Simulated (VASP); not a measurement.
# AlN (P1) in VASP: relaxation of cell and atoms with PBE

Aim: the relaxation of cell and atoms of AlN with PBE.

All numbers are computed with VASP 6.6.1; they aren't measurements. Logs are shortened: lines on timing, memory, paths and dates and some standing lists are left out, and cuts for length are marked.

## 1. The cell of the first run

The typed cell holds 8 atoms: a = 3.238 Å, b = 5.091 Å, c = 5.065 Å, α = 104.17°, β = 94.91°, γ = 98.10°.

## 2. Relaxation of cell and atoms, PBE

INCAR

```
SYSTEM = AlN
PREC = Accurate
ENCUT = 600
EDIFF = 1E-7
ISMEAR = 0
SIGMA = 0.1
LREAL = .FALSE.
LASPH = .TRUE.
NELM = 100
ALGO = Normal
ISIF = 3
LWAVE = .FALSE.
LCHARG = .FALSE.
GGA = PE
IBRION = 2
NSW = 80
EDIFFG = -0.025
```

KPOINTS

```
regular mesh
0
G
  4 4 4
  0 0 0
```

POSCAR

```
AlN
1.0
    1.5080715877     -2.8659174729      0.0051407465
   -1.4692261872      0.0286100130     -4.8745055152
    4.2637304021      2.7333446153      0.0259673586
Al N
4 4
Direct
    1.0560723847      0.9182025531      0.4715328112
    0.4221735462      0.8440715499      0.9585626622
    0.3244680207      0.3637026067      0.3506085928
    0.8469661548      0.3929808275      0.8562553652
    0.1883020586      0.6197769011      0.1149455182
    0.6052575836      0.6143707859      0.6954070132
    0.7480949768      0.1184780123      0.2882537295
    0.3086652746      0.1284167635      0.7644343077
```

Potentials or basis: VASP PAW PBE potentials, release 64 (Al, N).

On the command line:

```bash
$ cat potpaw_PBE.64/Al/POTCAR potpaw_PBE.64/N/POTCAR > POTCAR
$ mpirun -np 1 vasp_std > vasp.out
```

OUTCAR:

```text
SYSTEM = AlN
   PREC = Accurate
   ENCUT = 600
   EDIFF = 1E-7
   ISMEAR = 0
   LREAL = .FALSE.
   LASPH = .TRUE.
   NELM = 100
   ISIF = 3
   GGA = PE
   IBRION = 2
   NSW = 80
   EDIFFG = -0.025

 ion  position               nearest neighbor table
   1  0.056  0.918  0.472-   8 1.67   7 1.87   5 2.17   6 2.51   3 2.55   2 2.78   2 2.91   4 2.91
                             3 3.01   2 3.08   3 3.31   4 3.36
   2  0.422  0.844  0.959-   5 1.68   6 1.75   8 2.00   7 2.00   4 2.66   1 2.78   4 2.80   1 2.91
                             3 2.97   1 3.08   4 3.12
   3  0.324  0.364  0.351-   6 1.95   7 1.98   5 2.04   7 2.05   1 2.55   4 2.88   4 2.91   2 2.97
                             1 3.01   4 3.09   4 3.16   1 3.31
   4  0.847  0.393  0.856-   5 1.71   6 1.77   8 1.99   8 2.16   2 2.66   2 2.80   3 2.88   3 2.91
                             1 2.91   3 3.09   2 3.12   3 3.16   1 3.36
   5  0.188  0.620  0.115-   2 1.68   4 1.71   3 2.04   1 2.17
   6  0.605  0.614  0.695-   2 1.75   4 1.77   3 1.95   1 2.51
   7  0.748  0.118  0.288-   1 1.87   3 1.98   2 2.00   3 2.05
   8  0.309  0.128  0.764-   1 1.67   4 1.99   2 2.00   4 2.16

  LATTYP: Found a triclinic cell.
 ALAT       =     3.2384856496
 B/A-ratio  =     1.7827493338
 C/A-ratio  =     1.7402658868
 COS(alpha) =     0.0137956313
 COS(beta)  =     0.4473615721
 COS(gamma) =     0.4858718023

  Lattice vectors:

 A1 = (  -1.5080715877,   2.8659174729,  -0.0051407465)
 A2 = (  -5.7718019898,   0.1325728576,  -0.0311081051)
 A3 = (  -0.0388454005,   2.8373074599,   4.8693647687)

Analysis of symmetry for initial positions (statically):
=====================================================================
 Subroutine PRICEL returns:
 Original cell was already a primitive cell.

 Routine SETGRP: Setting up the symmetry group for a
 triclinic supercell.

 Subroutine GETGRP returns: Found  1 space group operations
 (whereof  1 operations were pure point group operations)
 out of a pool of  2 trial point group operations.

The static configuration has the point symmetry C_1 .

Analysis of symmetry for dynamics (positions and initial velocities):
=====================================================================
 Subroutine PRICEL returns:
 Original cell was already a primitive cell.

 Routine SETGRP: Setting up the symmetry group for a
 triclinic supercell.

[... 137 lines left out ...]
  volume/ion in A,a.u.               =       9.94        67.08
  Fermi-wavevector in a.u.,A,eV,Ry     =   1.208608  2.283938 19.874485  1.460733
  Thomas-Fermi vector in A             =   2.344211
   LORBIT       =      0    0 simple, 1 ext, 2 COOP (PROOUT), +10 PAW based schemes
   GGA     = PE    functional components
   LHFCALC =     F    Hartree Fock is set to
   AEXX    =    0.0000 exact exchange contribution
   IVDW    =     0    specifies the selected vdW correction
   LEPSILON=     F    determine dielectric tensor
   LRPA    =     F    only Hartree local field effects (RPA)
 conjugate gradient relaxation of ions
 non-spin polarized calculation
 Gauss-broadening in eV      SIGMA  =   0.10
  energy-cutoff  :      600.00
  volume of cell :       79.53
 maximum number of plane-waves:      2670
 NGX is ok and might be reduce to    28
   NGX = 13   NGY = 21   NGZ = 21

--------------------------------------- Ionic step        1  -------------------------------------------

 number of electron      32.0000000 magnetization

 Free energy of the ion-electron system (eV)
  ---------------------------------------------------
  ext. energy  EPLUGINS =         0.00000000
  ---------------------------------------------------
  free energy    TOTEN  =       -53.50236327 eV

  energy without entropy =      -53.50236327  energy(sigma->0) =      -53.50236327

------------------------ aborting loop because EDIFF is reached ----------------------------------------

  FORCE on cell =-STRESS in cart. coord.  units (eV):
  Direction    XX          YY          ZZ          XY          YZ          ZX
  --------------------------------------------------------------------------------------
  -------------------------------------------------------------------------------------
  Total        7.4016952      4.2376026      9.6522908      4.9367236      2.2026935     -2.6785179
  in kB      149.1158373     85.3714786    194.4567272     99.4560906     44.3758464    -53.9618867
  external PRESSURE =     142.9813477 kB  Pullay stress =       0.0000000 kB
[... 107 lines left out ...]
  FREE ENERGIE OF THE ION-ELECTRON SYSTEM (eV)
  ---------------------------------------------------
  free  energy   TOTEN  =       -55.7431766252 eV

  energy  without entropy=      -55.7431766252  energy(sigma->0) =      -55.74317663

[... ionic steps 4 to 16 ...]

--------------------------------------- Ionic step       17  -------------------------------------------

 number of electron      32.0000001 magnetization

------------------------ aborting loop because EDIFF is reached ----------------------------------------
[... 79 lines left out ...]
--------------------------------------- Ionic step       19  -------------------------------------------

 number of electron      32.0000001 magnetization

 Free energy of the ion-electron system (eV)
  ---------------------------------------------------
  ext. energy  EPLUGINS =         0.00000000
  ---------------------------------------------------
  free energy    TOTEN  =       -56.72710165 eV

  energy without entropy =      -56.72710165  energy(sigma->0) =      -56.72710165

 E-fermi :   8.3325     XC(G=0): -11.3795

 val. band max:        7.8882134380   @ k =   0.0000   0.0000   0.0000
 cond. band min:      11.0743731787   @ k =   0.0000   0.0000   0.0000
 fundamental gap:      3.1861597408
 Fermi energy:         8.3325496148

 k-point     1 :       0.0000    0.0000    0.0000
  band No.  band energies     occupation
      1      -8.4480      2.00000
      2      -5.8713      2.00000
      3      -5.8368      2.00000
      4      -5.0500      2.00000
      5       0.5883      2.00000
      6       0.8746      2.00000
[... 565 lines left out ...]
     20      14.5454      0.00000
     21      14.9119      0.00000

 [... further k-points ...]

------------------------ aborting loop because EDIFF is reached ----------------------------------------

  FORCE on cell =-STRESS in cart. coord.  units (eV):
  Direction    XX          YY          ZZ          XY          YZ          ZX
  --------------------------------------------------------------------------------------
  -------------------------------------------------------------------------------------
  Total       -0.0294315      0.0107641     -0.0072222      0.0139099     -0.0060323      0.0208294
  in kB       -0.6032223      0.2206182     -0.1480252      0.2850954     -0.1236370      0.4269166
  external PRESSURE =      -0.1768764 kB  Pullay stress =       0.0000000 kB
[... 23 lines left out ...]
  FREE ENERGIE OF THE ION-ELECTRON SYSTEM (eV)
  ---------------------------------------------------
  free  energy   TOTEN  =       -56.7271016506 eV

  energy  without entropy=      -56.7271016506  energy(sigma->0) =      -56.72710165

 reached required accuracy - stopping structural energy minimisation
```

OSZICAR:

```text
N       E                     dE             d eps       ncg     rms          rms(c)
DAV:   1     0.145201170511E+03    0.14520E+03   -0.16572E+04  1512   0.155E+03
DAV:   2    -0.523536252940E+02   -0.19755E+03   -0.18760E+03  2183   0.290E+02
DAV:   3    -0.637939290236E+02   -0.11440E+02   -0.11372E+02  1872   0.786E+01
DAV:   4    -0.639354155043E+02   -0.14149E+00   -0.14120E+00  1822   0.962E+00
[... 187 lines left out ...]
DAV:   2    -0.567271409791E+02   -0.24984E-04   -0.10861E-03  1856   0.235E-01    0.385E-02
DAV:   3    -0.567271075804E+02    0.33399E-04   -0.70561E-05  1985   0.752E-02    0.173E-02
DAV:   4    -0.567271017119E+02    0.58685E-05   -0.25807E-05  1822   0.391E-02    0.601E-03
DAV:   5    -0.567271016514E+02    0.60533E-07   -0.36933E-06  1899   0.160E-02    0.296E-03
DAV:   6    -0.567271016506E+02    0.80172E-09   -0.70431E-07  1669   0.650E-03
  19 F= -.56727102E+02 E0= -.56727102E+02  d E =-.278384E-03
```

CONTCAR:

```text
AlN
   1.00000000000000
     1.4367502790247588   -2.8206227243838216   -0.0031193821204167
    -1.4223155534408312    0.0025045697592609   -4.8344095512936818
     4.2946128342084213    2.8143897837549434   -0.0121187416007505
  Al              N
     4     4
Direct
     0.9696028919279699    0.8673054836247794    0.4674071574389173
     0.4685836349862214    0.8672554361313558    0.9674051908266459
     0.3418094339425151    0.3672908305213980    0.3419762598846097
     0.8413838405784791    0.3674638902674270    0.8424406019045467
     0.1566971759293109    0.6325785716439312    0.1574551565700636
     0.6562131919823276    0.6325933324420319    0.6572954212635984
     0.7829892114877510    0.1325629895291405    0.2827735165537967
     0.2827206191654320    0.1329494658399432    0.7832466955578219

  0.00000000E+00  0.00000000E+00  0.00000000E+00
  0.00000000E+00  0.00000000E+00  0.00000000E+00
  0.00000000E+00  0.00000000E+00  0.00000000E+00
  0.00000000E+00  0.00000000E+00  0.00000000E+00
  0.00000000E+00  0.00000000E+00  0.00000000E+00
  0.00000000E+00  0.00000000E+00  0.00000000E+00
  0.00000000E+00  0.00000000E+00  0.00000000E+00
  0.00000000E+00  0.00000000E+00  0.00000000E+00
```

Wall time 9.7 min (1 thread of AMD EPYC 7R13 (Zen 3), shared host); peak memory 0.21 GiB.

Results:

| Property | Result |
| --- | --- |
| Free energy | -56.7271 eV |
| Relaxed volume | 9.77 Å³/atom |
| Relaxed cell | a = 3.165 Å, b = 5.039 Å, c = 5.135 Å, α = 103.51°, β = 96.24°, γ = 97.33° |
| Space group after relaxing (to 0.1 Å) | Fdd2 (No. 43) |
| Energy gained by relaxing | 403.1 meV/atom |
| Ionic steps | 19 |
| Pressure after relaxing | 0.0 GPa |
| Largest force after relaxing | 0.025 eV/Å |
| Band gap on the k mesh | 3.19 eV |

Forces in eV/Å, atoms in the order of the input:
```
Al   0.003  0.012 -0.019
Al  -0.004 -0.012 -0.017
Al   0.001  0.010  0.016
Al  -0.018 -0.001  0.017
N   -0.006  0.001 -0.003
N    0.009 -0.005 -0.009
N    0.017  0.001  0.000
N   -0.001 -0.004  0.016
```

Step by step:
```
step  energy change (eV)  largest force (eV/Å)  pressure (GPa)  volume (Å³)
   1              0.0000                8.1399           14.30        79.53
   2             -0.5916                4.2302          -13.12        90.05
   3             -2.2408                1.9624          -10.01        84.31
   4             -2.2457                1.8918           -9.60        84.14
   5             -2.8017                1.5820            1.63        78.56
   6             -2.8020                1.6028            2.02        78.42
   7             -3.0843                1.0500            2.11        77.41
   8             -3.0855                1.0055            2.23        77.34
   9             -3.1801                0.3412           -1.10        78.44
  10             -3.1802                0.3428           -1.17        78.46
  11             -3.2121                0.1966            0.55        77.96
  12             -3.2129                0.2060            0.89        77.87
  13             -3.2204                0.1142           -0.39        78.32
  14             -3.2204                0.1126           -0.37        78.32
  15             -3.2231                0.0696           -0.07        78.20
  16             -3.2235                0.0861            0.09        78.14
  17             -3.2244                0.0382            0.02        78.15
  18             -3.2245                0.0408            0.01        78.16
  19             -3.2247                0.0246           -0.02        78.17
```

Final structure:
```
Al N
1.0
     1.43675   -2.82062   -0.00312
    -1.42232    0.00250   -4.83441
     4.29461    2.81439   -0.01212
Al N
4 4
Cartesian
  2.1668 -1.4172 -4.2016
  3.5944 1.4031 -4.2059
  1.4373 -0.0007 -1.7808
  4.3042 -0.0013 -1.7893
  0.0016 0.0027 -3.0605
  2.8659 0.0005 -3.0682
  2.1508 -1.4123 -0.6467
  3.5808 1.4072 -0.6531
```

Caveat: the k points lie up to 0.51 Å⁻¹ apart in the final cell.
